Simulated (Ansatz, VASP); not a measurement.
**Two plane-wave programs on BN**

```
CELL_PARAMETERS angstrom
2.55394 0.00000 0.00000
-1.27697 2.21178 0.00000
0.00000 0.00000 4.22685
ATOMIC_POSITIONS crystal
B 0.66667 0.33333 0.97607
B 0.33333 0.66667 0.49972
N 0.66667 0.33333 0.62528
N 0.33333 0.66667 0.12528
```

Alike in both runs: task single point; functional r2SCAN; k mesh 12 × 12 × 6; occupations gaussian, width 0.05 eV; no spin polarisation.

|  | VASP | Ansatz |
| --- | --- | --- |
| version | VASP 6.6.1 | Ansatz 0.2.0 |
| potentials or method | VASP PAW PBE potentials, release 64 (B, N), cutoff 520 eV | scalar-relativistic, plane waves, PAW |
| valence electrons in the cell | 16 | 16 |

Ansatz gave:

```
gap on the k mesh at the Fermi level (eV)                     : 4.77
least direct gap on the mesh (eV)                             : 8.34
pressure (GPa)                                                : -3.4
traceless stress, the component that is largest in VASP (GPa) : 0.61
rms of the force components (eV/Å)                            : 1.374
```

Task: What did VASP give for the same quantities?

Result: gap on the k mesh at the Fermi level (eV): 4.74; least direct gap on the mesh (eV): 8.32; pressure (GPa): -2.4; traceless stress, the component that is largest in VASP (GPa): 0.79; rms of the force components (eV/Å): 1.376.

VASP's potentials were made for PBE, not for r2SCAN. Atom by atom the forces differ by 0.006 eV/Å (rms over components).
